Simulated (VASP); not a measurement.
# SbAs4Au (P6/mmm) in VASP: notebook, part 2 of 2

VASP 6.6.1.

**4. Relaxation of cell and atoms, PBE**

This run uses another cell than the first one, of 34.47 Å³/atom.

INCAR reads:

```
SYSTEM = SbAs4Au
PREC = Accurate
ENCUT = 600
EDIFF = 1E-6
ISMEAR = 0
SIGMA = 0.1
LREAL = .False.
LASPH = .True.
NELM = 80
ALGO = Normal
ISIF = 3
LWAVE = .False.
LCHARG = .False.
GGA = PE
IBRION = 2
NSW = 100
EDIFFG = -0.01
```

KPOINTS reads:

```
Automatic mesh
0
Gamma
  12 12 4
  0 0 0
```

POSCAR reads:

```
SbAs4Au
1.0
    4.8107451709      0.0000000000      0.0000000000
   -2.4053725854      4.1662275291      0.0000000000
    0.0000000000      0.0000000000     10.3182390810
Sb As Au
1 4 1
Direct
    0.0000000000      0.0000000000      0.0000000000
    0.3333333333      0.6666666667      0.5000000000
    0.6666666667      0.3333333333      0.5000000000
    0.0000000000      0.0000000000      0.7639144492
    0.0000000000      0.0000000000      0.2360855508
    0.0000000000      0.0000000000      0.5000000000
```

Potentials or basis: VASP PAW PBE potentials, release 64 (Sb, As, Au).

Run with:

```
$ cat potpaw_PBE.64/Sb/POTCAR potpaw_PBE.64/As/POTCAR potpaw_PBE.64/Au/POTCAR > POTCAR
$ mpirun -np 1 vasp_std > vasp.out
```

OUTCAR:

```text
SYSTEM = SbAs4Au
   PREC = Accurate
   ENCUT = 600
   EDIFF = 1E-6
   ISMEAR = 0
   LREAL = .False.
   LASPH = .True.
   NELM = 80
   ISIF = 3
   GGA = PE
   IBRION = 2
   NSW = 100
   EDIFFG = -0.01

 ion  position               nearest neighbor table
   1  0.000  0.000  0.000-   4 2.44   5 2.44
   2  0.333  0.667  0.500-   3 2.78   6 2.78   3 2.78   6 2.78   6 2.78   3 2.78
   3  0.667  0.333  0.500-   2 2.78   6 2.78   2 2.78   6 2.78   6 2.78   2 2.78
   4  0.000  0.000  0.764-   1 2.44   6 2.72
   5  0.000  0.000  0.236-   1 2.44   6 2.72
   6  0.000  0.000  0.500-   4 2.72   5 2.72   2 2.78   3 2.78   2 2.78   3 2.78   3 2.78   2 2.78

  LATTYP: Found a hexagonal cell.
 ALAT       =     4.8107451709
 C/A-ratio  =     2.1448317702

  Lattice vectors:

 A1 = (   4.8107451709,   0.0000000000,   0.0000000000)
 A2 = (  -2.4053725854,   4.1662275291,   0.0000000000)
 A3 = (   0.0000000000,   0.0000000000,  10.3182390810)

Analysis of symmetry for initial positions (statically):
=====================================================================
 Subroutine PRICEL returns:
 Original cell was already a primitive cell.

 Routine SETGRP: Setting up the symmetry group for a
 hexagonal supercell.

 Subroutine GETGRP returns: Found 24 space group operations
 (whereof 24 operations were pure point group operations)
[... 289 lines left out ...]

  energy  without entropy=      -20.6536226517  energy(sigma->0) =      -20.67292166

[... ionic steps 4 to 9 ...]

--------------------------------------- Ionic step       10  -------------------------------------------

 number of electron      35.9999998 magnetization

------------------------ aborting loop because EDIFF is reached ----------------------------------------
[... 75 lines left out ...]
--------------------------------------- Ionic step       12  -------------------------------------------

 number of electron      35.9999998 magnetization

 Free energy of the ion-electron system (eV)
  ---------------------------------------------------
  ext. energy  EPLUGINS =         0.00000000
  ---------------------------------------------------
  free energy    TOTEN  =       -20.69577544 eV

  energy without entropy =      -20.65896589  energy(sigma->0) =      -20.67737067

 E-fermi :   1.9123     XC(G=0):  -7.9769

 val. band max:        1.9097168944   @ k =   0.4167   0.0000   0.0000
 cond. band min:       1.9158772872   @ k =   0.3333  -0.0000   0.2500
 fundamental gap:      0.0061603928
 Fermi energy:         1.9122850732

 k-point     1 :       0.0000    0.0000    0.0000
  band No.  band energies     occupation
      1     -11.1277      2.00000
      2      -9.3707      2.00000
      3      -8.5254      2.00000
      4      -6.0253      2.00000
      5      -5.9519      2.00000
      6      -4.2643      2.00000
[... 589 lines left out ...]
     21       3.3274      0.00000
     22       3.7546      0.00000

 [... further k-points ...]

------------------------ aborting loop because EDIFF is reached ----------------------------------------

  FORCE on cell =-STRESS in cart. coord.  units (eV):
  Direction    XX          YY          ZZ          XY          YZ          ZX
  --------------------------------------------------------------------------------------
  -------------------------------------------------------------------------------------
  Total        0.0054820      0.0054820      0.0039085      0.0000000     -0.0000000      0.0000000
  in kB        0.0422606      0.0422606      0.0301308      0.0000000     -0.0000000      0.0000000
  external PRESSURE =       0.0382173 kB  Pullay stress =       0.0000000 kB
[... 21 lines left out ...]
  FREE ENERGIE OF THE ION-ELECTRON SYSTEM (eV)
  ---------------------------------------------------
  free  energy   TOTEN  =       -20.6957754444 eV

  energy  without entropy=      -20.6589658894  energy(sigma->0) =      -20.67737067

 reached required accuracy - stopping structural energy minimisation
```

OSZICAR:

```text
N       E                     dE             d eps       ncg     rms          rms(c)
DAV:   1     0.201183447634E+03    0.20118E+03   -0.14720E+04  2508   0.147E+03
DAV:   2    -0.575774365587E+01   -0.20694E+03   -0.20220E+03  3244   0.224E+02
DAV:   3    -0.214900675685E+02   -0.15732E+02   -0.15321E+02  3072   0.622E+01
[... 102 lines left out ...]
       N       E                     dE             d eps       ncg     rms          rms(c)
DAV:   1    -0.206958077871E+02   -0.44615E-04   -0.89679E-04  2514   0.167E-01    0.348E-02
DAV:   2    -0.206958038545E+02    0.39326E-05   -0.48628E-04  3566   0.849E-02    0.303E-02
DAV:   3    -0.206957760798E+02    0.27775E-04   -0.13079E-04  3624   0.367E-02    0.689E-03
DAV:   4    -0.206957754444E+02    0.63539E-06   -0.53941E-06  2574   0.126E-02
  12 F= -.20695775E+02 E0= -.20677371E+02  d E =-.127906E-04
```

CONTCAR:

```text
SbAs4Au
   1.00000000000000
     4.8331118865645015    0.0000000000002687   -0.0000000000000000
    -2.4165559432317854    4.1855976730640911    0.0000000000000000
     0.0000000000000000    0.0000000000000000   10.2737348185771253
  Sb              As              Au
     1     4     1
Direct
     0.0000000000000000    0.0000000000000000    0.0000000000000000
     0.3333333332999970    0.6666666667000030    0.5000000000000000
     0.6666666667000030    0.3333333332999970    0.5000000000000000
     0.0000000000000000    0.0000000000000000    0.7599124733937828
     0.0000000000000000    0.0000000000000000    0.2400875266062170
     0.0000000000000000    0.0000000000000000    0.5000000000000000

  0.00000000E+00  0.00000000E+00  0.00000000E+00
  0.00000000E+00  0.00000000E+00  0.00000000E+00
  0.00000000E+00  0.00000000E+00  0.00000000E+00
  0.00000000E+00  0.00000000E+00  0.00000000E+00
  0.00000000E+00  0.00000000E+00  0.00000000E+00
  0.00000000E+00  0.00000000E+00  0.00000000E+00
```

It took 62 min on 1 thread of Intel Xeon 8259CL, shared host; peak memory 0.66 GiB.

Results:

```yaml
Free_energy: -20.6958 eV
Relaxed_volume: 34.64 Å³/atom
Relaxed_cell: a = 4.833 Å, b = 4.833 Å, c = 10.274 Å, α = 90.00°, β = 90.00°, γ = 120.00°
Space_group_after_relaxing_to_0.1_Å: P6/mmm (No. 191)
Energy_gained_by_relaxing: 1.4 meV/atom
Ionic_steps: 12
Pressure_after_relaxing: 0.0 GPa
Band_gap_on_the_k_mesh: zero (bands 18 and 19 overlap by 0.66 eV)
```

Forces in eV/Å, atoms in the order of the input:
```
Sb   0.000  0.000  0.000
As   0.000  0.000  0.000
As   0.000  0.000  0.000
As   0.000  0.000  0.002
As   0.000  0.000 -0.002
Au   0.000  0.000  0.000
```

The path:
| step | energy change (eV) | largest force (eV/Å) | pressure (GPa) | volume (Å³) |
| --- | --- | --- | --- | --- |
| 1 | 0.0000 | 0.2500 | 0.35 | 206.80 |
| 2 | -0.0019 | 0.0557 | -0.33 | 209.05 |
| 3 | -0.0046 | 0.0725 | -0.05 | 208.06 |
| 4 | -0.0052 | 0.0618 | -0.01 | 207.84 |
| 5 | -0.0065 | 0.0286 | 0.09 | 207.20 |
| 6 | -0.0058 | 0.0480 | 0.31 | 205.92 |
| 7 | -0.0068 | 0.0078 | 0.15 | 206.81 |
| 8 | -0.0073 | 0.0045 | 0.12 | 207.01 |
| 9 | -0.0081 | 0.0059 | 0.03 | 207.58 |
| 10 | -0.0081 | 0.0112 | -0.01 | 207.84 |
| 11 | -0.0081 | 0.0116 | 0.00 | 207.86 |
| 12 | -0.0082 | 0.0022 | 0.00 | 207.83 |

Final structure:
```
CELL_PARAMETERS angstrom
4.83311 0.00000 0.00000
-2.41656 4.18560 0.00000
0.00000 0.00000 10.27373
ATOMIC_POSITIONS crystal
Sb 0.00000 0.00000 0.00000
As 0.33333 0.66667 0.50000
As 0.66667 0.33333 0.50000
As 0.00000 0.00000 0.75991
As 0.00000 0.00000 0.24009
Au 0.00000 0.00000 0.50000
```

Caveat: spin-orbit coupling is left out, which moves the levels of the heavy elements.

**5. Overview**

```tsv
task	cell	k mesh	cutoff (eV)	gap on the mesh (eV)	pressure (GPa)	relaxed volume (Å³/atom)	largest force (eV/Å)
relaxation of cell and atoms	relaxed from a = 4.827, b = 4.827, c = 8.889 Å, angles 90.0, 90.0, 120.0°, 6 atoms, atomic positions A	6 × 6 × 2	600	none	0.0	34.80	0.01
single point	a = 4.830, b = 4.830, c = 10.282 Å, angles 90.0, 90.0, 120.0°, 6 atoms, atomic positions B	12 × 12 × 4	520	none	0.0	-	0.04
relaxation of cell and atoms	relaxed from a = 4.811, b = 4.811, c = 10.318 Å, angles 90.0, 90.0, 120.0°, 6 atoms, atomic positions C	12 × 12 × 4	600	none	0.0	34.64	-
```

Alike in all rows: level PBE; potentials or basis VASP PAW PBE potentials, release 64 (Sb, As, Au); no spin polarisation; smearing gaussian 0.1 eV.

Caveats: spin-orbit coupling is left out, which moves the levels of the heavy elements; the volume moved by over 15 % at a fixed basis, so the end points are rough (at least some runs).

Total energies depend on the potentials used, so only differences within one code and one set of settings carry meaning.
